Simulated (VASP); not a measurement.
Hf2C:

```
CELL_PARAMETERS angstrom
0.00000 3.07247 3.07247
3.07247 0.00000 3.07247
3.07247 3.07247 0.00000
ATOMIC_POSITIONS crystal
Hf 0.25000 0.25000 0.25000
Hf 0.75000 0.75000 0.75000
C 0.00000 0.00000 0.00000
```

| Quantity | Value |
| --- | --- |
| Program | VASP 6.6.1 |
| Task | relaxation of cell and atoms |
| Functional | PBE |
| Potentials or basis | VASP PAW PBE potentials, release 64 (Hf_pv, C) |
| Cutoff | 600 eV |
| k mesh | 6 × 6 × 6 |
| Occupations | gaussian, width 0.1 eV |
| Spin | no spin polarisation |

At the start: pressure -22.8 GPa; volume 19.34 Å³/atom.

Where does the relaxation end?

Over 4 steps the energy falls by 333.0 meV/atom and the volume is 15.48 Å³/atom (-19.9 %); space group Fm-3m (No. 225, to 0.05 Å).

The path:
| step | energy change (eV) | largest force (eV/Å) | pressure (GPa) | volume (Å³) |
| --- | --- | --- | --- | --- |
| 1 | 0.0000 | 0.0000 | -22.76 | 58.01 |
| 2 | 0.1013 | 0.0000 | 49.48 | 37.87 |
| 3 | -0.9975 | 0.0000 | -1.32 | 46.75 |
| 4 | -0.9990 | 0.0000 | -0.30 | 46.44 |

Final structure:
```
CELL_PARAMETERS angstrom
0.00000 2.85295 2.85295
2.85295 0.00000 2.85295
2.85295 2.85295 0.00000
ATOMIC_POSITIONS crystal
Hf 0.25000 0.25000 0.25000
Hf 0.75000 0.75000 0.75000
C 0.00000 0.00000 0.00000
```

Caveat: the volume moved by over 15 % at a fixed basis, so the end points are rough.
